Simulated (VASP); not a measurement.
Wanted: the native input for a VASP 6.6.1 run.

| Item | Value |
| --- | --- |
| Task | single point |
| Functional | LDA |
| Potentials or basis | VASP PAW LDA potentials, release 64 (Al, Ga_d, N) |
| Cutoff | 520 eV |
| k mesh | 6 × 6 × 6 |
| Occupations | gaussian, width 0.05 eV |
| Spin | no spin polarisation |
| Dipole correction | no |
| Further INCAR settings | ALGO = Normal; EDIFF = 1e-07; NBANDS = 41 |

The structure of AlGa3N4 lies in POSCAR:

```
AlGa3N4
1.0
    4.4433871641      0.2771909232      0.2771909232
    0.2771909232      4.4433871641      0.2771909232
    0.2771909232      0.2771909232      4.4433871641
Al Ga N
1 3 4
Direct
    0.0000000000      0.0000000000      0.0000000000
    0.5000000000      0.5000000000      0.0000000000
    0.5000000000      0.0000000000      0.5000000000
    0.0000000000      0.5000000000      0.5000000000
    0.7548078379      0.7548078379      0.2451921621
    0.7548078379      0.2451921621      0.7548078379
    0.2451921621      0.7548078379      0.7548078379
    0.2451921621      0.2451921621      0.2451921621
```

These files were run (other wordings do the same):

INCAR

```
  PREC = Accurate
  ENCUT = 520
  EDIFF = 1E-7
  ISMEAR = 0
  SIGMA = 0.05
  LREAL = F
  LASPH = T
  NELM = 80
  ALGO = Normal
  ISIF = 2
  LWAVE = F
  LCHARG = F
  NBANDS = 41
```

KPOINTS

```
regular mesh
0
Gamma
  6 6 6
```

Potentials or basis: VASP PAW LDA potentials, release 64 (Al, Ga_d, N).

Command:

```console
$ cat potpaw_LDA.64/Al/POTCAR potpaw_LDA.64/Ga_d/POTCAR potpaw_LDA.64/N/POTCAR > POTCAR
$ mpirun -np 1 vasp_std > vasp.out
```

Results of the run:

| Quantity | Value |
| --- | --- |
| Pressure | 9.7 GPa |
| Largest force | 1.073 eV/Å |
| Band gap on the k mesh | 1.16 eV |

Caveat: the cell stands under pressure; forces of over 1 eV/Å act on the atoms, so gaps and moduli don't describe the material at rest.

It took 58 s on 1 thread of AMD EPYC 9R45 96-Core Processor (Zen 5), with other jobs on the host, peak memory 0.2 GiB.
